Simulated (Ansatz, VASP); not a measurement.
## W in VASP and in Ansatz

```
W
1.0
    -1.58034    1.58034    1.58034
     1.58034   -1.58034    1.58034
     1.58034    1.58034   -1.58034
W
1
Direct
  0.00000 0.00000 0.00000
```

Alike in both runs: functional PBE; dispersion D3(BJ); k mesh 8 × 8 × 8; occupations gaussian, width 0.1 eV; no spin polarisation.

Ansatz relaxed the structure, and its values are those at the end. VASP's run is a single point on that final structure, the one shown.

```csv
,VASP,Ansatz
version,VASP 6.6.1,Ansatz 0.2.0
potentials or method,"VASP PAW PBE potentials, release 64 (W_sv), cutoff 500 eV","scalar-relativistic, plane waves, PAW"
valence electrons in the cell,14,14
```

VASP gave:

| Item | Value |
| --- | --- |
| gap on the k mesh at the Fermi level (eV) | none |
| pressure (GPa) | 0.6 |

Which values does Ansatz return?

gap on the k mesh at the Fermi level (eV): none; pressure (GPa): 0.1.

A gap of «none» marks a metal or a gap that the smearing closes.

Neither program's run includes spin-orbit coupling.
